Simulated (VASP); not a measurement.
# GaN: single point with r2SCAN

Crystal: GaN.

```
Ga N
1.0
     0.00000    2.06634    2.06634
     2.06634    0.00000    2.06634
     2.06634    2.06634    0.00000
Ga N
1 1
Direct
  0.00000 0.00000 0.00000
  0.50000 0.50000 0.50000
```

This cell differs from its parent crystal: strain -2.0%.

```json
{
  "Program": "VASP 6.6.1",
  "Task": "single point",
  "Functional": "r2SCAN",
  "Potentials or basis": "VASP PAW PBE potentials, release 64 (Ga_d, N)",
  "Cutoff": "520 eV",
  "k mesh": "10 × 10 × 10",
  "Occupations": "gaussian, width 0.01 eV",
  "Spin": "no spin polarisation",
  "Dipole correction": "no",
  "Further INCAR settings": "ALGO = Normal; EDIFF = 1e-06; NBANDS = 16"
}
```

* Pressure: 18.5 GPa
* Band gap on the k mesh: 1.60 eV, indirect (least direct gap 4.24 eV)

Levels at points of the mesh, in eV from the valence-band top:
```csv
k point,band 7,band 8,band 9,band 10,band 11,band 12
"(0.00, 0.00, 0.00)",-0.58,-0.58,-0.58,3.66,15.89,15.89
"(0.50, 0.00, 0.00)",-8.69,-0.15,-0.15,5.70,10.26,10.26
"(0.50, 0.50, 0.00)",-7.75,-3.36,-3.36,1.60,8.62,13.82
```

Wall time 2.3 min on 1 thread of AMD EPYC 7R13, on a shared host, peak memory 0.12 GiB.

Caveat: the cell differs from its parent crystal (strain -2.0%); the PAW data sets were made with another functional, which shifts forces and pressure a little. A k mesh can miss the band edges.
